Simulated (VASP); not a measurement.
The system is Cd4Se3.

```xyz
7
Lattice="4.2000 0.0000 0.0000 -2.1000 3.6373 0.0000 0.0000 0.0000 11.2500" Properties=species:S:1:pos:R:3 pbc="T T T"
Cd    0.0000    0.0000    4.2750
Cd    0.0000    0.0000    6.9750
Cd    2.1000    1.2124    9.6750
Cd    0.0000    2.4249    1.5750
Se    2.1000    1.2124    3.2062
Se    0.0000    2.4249    8.0437
Se    0.0000    0.0000    0.0000
```

| Quantity | Value |
| --- | --- |
| Program | VASP 6.6.1 |
| Task | relaxation of cell and atoms |
| Functional | PBE |
| Potentials or basis | VASP PAW PBE potentials, release 64 (Cd, Se) |
| Cutoff | 600 eV |
| k mesh | 5 × 5 × 2 |
| Occupations | gaussian, width 0.2 eV |
| Spin | no spin polarisation |

At the start: pressure 4.4 GPa; volume 24.55 Å³/atom.

Task: Where does the relaxation end?

Result: Over 11 steps the energy falls by 84.2 meV/atom and the volume is 25.95 Å³/atom (+5.7 %); space group P-3m1 (No. 164, to 0.1 Å) before and after.

Step by step:
```
step  energy change (eV)  largest force (eV/Å)  pressure (GPa)  volume (Å³)
   1              0.0000                0.8091            4.35       171.86
   2             -0.2762                0.4602           -0.98       188.99
   3             -0.2765                0.4690           -0.83       188.34
   4             -0.3678                0.4276           -0.75       187.51
   5             -0.5466                0.2957           -0.53       184.67
   6             -0.2199                0.9469            0.67       177.55
   7             -0.5670                0.2092           -0.47       183.63
   8             -0.5675                0.2294           -0.46       183.46
   9             -0.5832                0.1327            0.49       179.68
  10             -0.5835                0.1405            0.37       180.14
  11             -0.5892                0.0481           -0.07       181.63
```

Final structure:
```
Cd Se
1.0
     4.09320    0.00000    0.00000
    -2.04660    3.54481    0.00000
     0.00000    0.00000   12.51771
Cd Se
4 3
Direct
  0.00000 0.00000 0.39087
  0.00000 0.00000 0.60913
  0.66667 0.33333 0.86856
  0.33333 0.66667 0.13144
  0.66667 0.33333 0.26589
  0.33333 0.66667 0.73411
  0.00000 0.00000 0.00000
```

Caveat: the relaxation stopped at a loose force limit of 0.08 eV/Å, so its end isn't a converged minimum.
